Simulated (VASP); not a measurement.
Crystal: Sn.

```
CELL_PARAMETERS angstrom
0.00000 3.24560 3.24560
3.24560 0.00000 3.24560
3.24560 3.24560 0.00000
ATOMIC_POSITIONS crystal
Sn 0.50000 0.50000 0.50000
Sn 0.75000 0.75000 0.75000
```

This isn't the form of Sn at room conditions, which is tetragonal (white tin).

Base run:

```yaml
Program: VASP 6.6.1
Functional: r2SCAN
Potentials_or_basis: VASP PAW PBE potentials, release 64 (Sn_d)
Cutoff: 550 eV
k_mesh: 9 × 9 × 9
Occupations: fermi-dirac, width 0.03 eV
Spin: no spin polarisation
```

Its results: band gap on the k mesh zero (filled and empty bands touch); pressure 1.6 GPa.

Task: After a change of settings the same cell gave: band gap on the k mesh zero (bands 14 and 15 overlap by 0.17 eV); pressure -0.4 GPa. Which change was it?
A. cutoff from 550 eV to 440 eV; occupations from fermi-dirac, width 0.03 eV to methfessel-paxton, width 0.001 eV; further incar settings from ALGO = Normal; EDIFF = 1e-06; NBANDS = 21 to ALGO = Normal; EDIFF = 1e-08; NBANDS = 21
B. functional from r2SCAN to PBEsol; cutoff from 550 eV to 400 eV; further incar settings from ALGO = Normal; EDIFF = 1e-06; NBANDS = 21 to ALGO = Normal; EDIFF = 1e-08; NBANDS = 21
C. functional from r2SCAN to LDA; potentials or basis from VASP PAW PBE potentials, release 64 (Sn_d) to VASP PAW LDA potentials, release 64 (Sn_d); cutoff from 550 eV to 500 eV

Result: C.

Caveats: spin-orbit coupling is left out, which moves the levels of the heavy elements; the PAW data sets were made with another functional, which shifts forces and pressure a little (at least some runs).
